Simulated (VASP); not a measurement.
Input of a VASP 6.6.1 run:

INCAR

```
PREC = Accurate ; ENCUT = 520
EDIFF = 1E-6 ; ISMEAR = 0
SIGMA = 0.02 ; LREAL = Auto
LASPH = True ; NELM = 120
ALGO = Normal ; ISIF = 2
LWAVE = False ; LCHARG = False
GGA = PE ; NBANDS = 103
GGA_COMPAT = False
```

KPOINTS

```
regular mesh
0
Gamma
  2 2 1
```

Contents of POSCAR:

```
Si11O20
1.0
    7.1936790000      0.0000000000      0.0000000000
    0.0000000000      7.1936790000      0.0000000000
    0.0000000000      0.0000000000     12.1271720000
Si O
11 20
Direct
    0.0045079854      0.0096750216     -0.0002133226
    0.2177966240      0.0012306638      0.7879300302
    0.5066564688      0.2949030670      0.7034989691
   -0.0069965591      0.1824631041      0.2228484926
    0.2851699388      0.4801010721      0.2893217809
    0.5008822329      0.5161036516      0.4966406018
    0.6965125911      0.4815359429      0.2823301261
   -0.0086639952      0.7696333128      0.1996382174
    0.5068143852      0.7036958419      0.7148795284
    0.7963170166      0.0015656801      0.7861500604
    0.0081652239      0.9705770858      0.5489300391
    0.0042492861      0.1809798575      0.0874013331
    0.6809172330      0.5205144683      0.4147617433
    0.3134347529      0.5193091046      0.4208380981
    0.0021486919      0.8141950732      0.0674316320
    0.0076930038     -0.0068631086      0.7293781271
   -0.0119279718     -0.0325956996      0.2664188320
    0.8045706515      0.2869081314      0.2610731504
    0.8031822104      0.6532548922      0.2233006178
    0.1748936810      0.2854209925      0.2722290077
    0.1729213939      0.6512415970      0.2340092975
    0.5045152835      0.6935180177      0.5806782488
    0.1877869446      0.0201589479      0.9204808013
    0.8233504720      0.0219681751      0.9188141308
    0.5044819209      0.3264111451      0.5709571861
    0.4882971564      0.4650407670      0.2300575930
    0.5076573475      0.4948807140      0.7664495069
    0.3233308019      0.8093419237      0.7611147925
    0.3227951928      0.1822829459      0.7420407660
    0.6918440481      0.8092426698      0.7589280502
    0.6919344052      0.1821173839      0.7391851950
```

Potentials or basis: VASP PAW PBE potentials, release 64 (Si, O).

The run is started by

```console
$ cat potpaw_PBE.64/Si/POTCAR potpaw_PBE.64/O/POTCAR > POTCAR
$ mpirun -np 1 vasp_std > vasp.out
```

Predict the largest force.

0.059 eV/Å.

Predict the band gap on the k mesh.

zero (bands 82 and 83 overlap by 0.01 eV).

Estimate the pressure.

1.1 GPa.

Forces in eV/Å, atoms in the order of the input:
```
Si   0.002  0.012 -0.023
Si   0.006 -0.001 -0.034
Si  -0.005 -0.052  0.029
Si  -0.001 -0.005  0.037
Si  -0.021 -0.007 -0.039
Si   0.000  0.017  0.009
Si   0.011 -0.014 -0.038
Si   0.007 -0.042 -0.019
Si   0.003  0.019  0.051
Si  -0.005 -0.006 -0.027
Si   0.000  0.002  0.011
O    0.001  0.004  0.015
O   -0.009  0.010  0.013
O    0.013  0.006  0.013
O   -0.005 -0.002  0.013
O    0.004 -0.003  0.005
O    0.003  0.001 -0.004
O    0.034  0.014 -0.014
O    0.016  0.010  0.018
O   -0.025  0.011 -0.009
O   -0.028  0.003  0.021
O    0.002 -0.013  0.000
O   -0.018  0.002  0.006
O    0.019  0.005  0.009
O   -0.001  0.009 -0.001
O   -0.001  0.000 -0.002
O    0.001 -0.004 -0.011
O    0.019  0.012 -0.014
O    0.017 -0.002  0.003
O   -0.026  0.006 -0.016
O   -0.015  0.011 -0.004
```

Caveat: the k points lie up to 0.52 Å⁻¹ apart.
